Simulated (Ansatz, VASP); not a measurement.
Au in VASP and in Ansatz

```xyz
1
Lattice="-1.6076 1.6076 1.6324 1.6076 -1.6076 1.6324 1.6076 1.6076 -1.6324" Properties=species:S:1:pos:R:3 pbc="T T T"
Au    0.0000    0.0000    0.0000
```

Change from the starting cell: strain -0.030 along x and y, -0.015 along z, atoms carried along.

Alike in both runs: task single point; functional PBEsol; k mesh 20 × 20 × 20; occupations gaussian, width 0.15 eV; no spin polarisation.

```csv
,VASP,Ansatz
version,VASP 6.6.1,Ansatz 0.2.0
potentials or method,"VASP PAW PBE potentials, release 64 (Au), cutoff 520 eV","scalar-relativistic, plane waves, PAW"
valence electrons in the cell,11,19
```

```tsv
	VASP	Ansatz	Ansatz less VASP
gap on the k mesh at the Fermi level (eV)	none	none	-
pressure (GPa)	1.5	1.8	+0.31
```

VASP's potentials were made for PBE, not for PBEsol. A gap of «none» marks a metal or a gap that the smearing closes. VASP's potentials hold 11 valence electrons a cell and Ansatz's 19, so a difference there can come from the potentials and not from the codes.

Neither program's run includes spin-orbit coupling.
